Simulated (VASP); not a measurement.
Wanted: the native input for a VASP 6.6.1 run.

```yaml
Task: single point
Functional: PBE
Potentials_or_basis: VASP PAW PBE potentials, release 64 (Sb, Ga_d)
Cutoff: 520 eV
k_mesh: 8 × 8 × 8
Occupations: gaussian, width 0.019 eV
Spin: no spin polarisation
Dipole_correction: no
Further_INCAR_settings: ALGO = Normal; EDIFF = 1e-06; NBANDS = 16
```

The structure of GaSb lies in POSCAR:

```
GaSb
1.0
    0.0000000000      3.0590000000      3.0590000000
    3.0590000000      0.0000000000      3.0590000000
    3.0590000000      3.0590000000      0.0000000000
Sb Ga
1 1
Direct
    0.7500000000      0.7500000000      0.7500000000
    0.0000000000      0.0000000000      0.0000000000
```

One way to write it, as run:

INCAR

```
ALGO     = Normal         # electronic algorithm
EDIFF    = 1E-6           # SCF threshold, eV
ENCUT    = 520            # plane-wave cutoff, eV
GGA      = PE             # functional
ISIF     = 2              # what is computed and relaxed
ISMEAR   = 0              # smearing method
LASPH    = T              # aspherical terms in the spheres
LCHARG   = F              # write CHGCAR
LREAL    = F              # projectors in reciprocal space
LWAVE    = F              # write WAVECAR
NBANDS   = 16             # bands
NELM     = 100            # most SCF steps
PREC     = Accurate       # precision mode
SIGMA    = 0.019000000000000003 # smearing width, eV
```

KPOINTS

```
k-points
0
Gamma
  8 8 8
```

Potentials or basis: VASP PAW PBE potentials, release 64 (Sb, Ga_d).

Command:

```console
$ cat potpaw_PBE.64/Sb/POTCAR potpaw_PBE.64/Ga_d/POTCAR > POTCAR
$ mpirun -np 1 vasp_std > vasp.out
```

Results of the run:

- Pressure: 2.4 GPa
- Band gap on the k mesh: 0.04 eV, direct

Caveat: spin-orbit coupling is left out, which moves the levels of the heavy elements.

It took 30 s on 1 thread of AMD EPYC 7R13, on a shared host, peak memory 0.16 GiB.
